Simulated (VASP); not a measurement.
BiTe:

```xyz
4
Lattice="5.3594 0.0000 0.0000 -2.6797 4.6414 0.0000 0.0000 0.0000 6.9016" Properties=species:S:1:pos:R:3 pbc="T T T"
Bi    0.0000    3.0942    1.7254
Bi    2.6797    1.5471    5.1762
Te    0.0000    3.0942    5.1762
Te    2.6797    1.5471    1.7254
```

The cell was generated, and may not be a known phase.

* Program: VASP 6.6.1
* Task: relaxation of cell and atoms
* Functional: PBE
* Potentials or basis: VASP PAW PBE potentials, release 64 (Bi_d, Te)
* Cutoff: 600 eV
* k mesh: 6 × 6 × 4
* Occupations: gaussian, width 0.1 eV
* Spin: no spin polarisation

At the start: pressure -0.2 GPa; volume 42.92 Å³/atom.

**Question.** Where does the relaxation end?

**Answer.** Over 8 steps the energy falls by 55.8 meV/atom and the volume is 42.50 Å³/atom (-1.0 %); space group P6_3/mmc (No. 194, to 0.1 Å) before and after.

Step by step:
```csv
step,energy change (eV),largest force (eV/Å),pressure (GPa),volume (Å³)
1,0.0000,0.0000,-0.20,171.68
2,-0.0865,0.0000,0.00,170.25
3,-0.1624,0.0000,1.18,165.29
4,-0.2168,0.0000,0.41,167.72
5,-0.2192,0.0000,0.51,167.31
6,-0.2200,0.0000,-0.29,171.46
7,-0.2230,0.0000,0.08,169.47
8,-0.2232,0.0000,-0.04,169.99
```

Final structure:
```yaml
crystal:
  lattice:
    - [5.51704, 0.00000, 0.00000]
    - [-2.75852, 4.77789, 0.00000]
    - [0.00000, 0.00000, 6.44888]
  atoms:
    - { symbol: Bi, position: [0.33333, 0.66667, 0.25000] }
    - { symbol: Bi, position: [0.66667, 0.33333, 0.75000] }
    - { symbol: Te, position: [0.33333, 0.66667, 0.75000] }
    - { symbol: Te, position: [0.66667, 0.33333, 0.25000] }
```
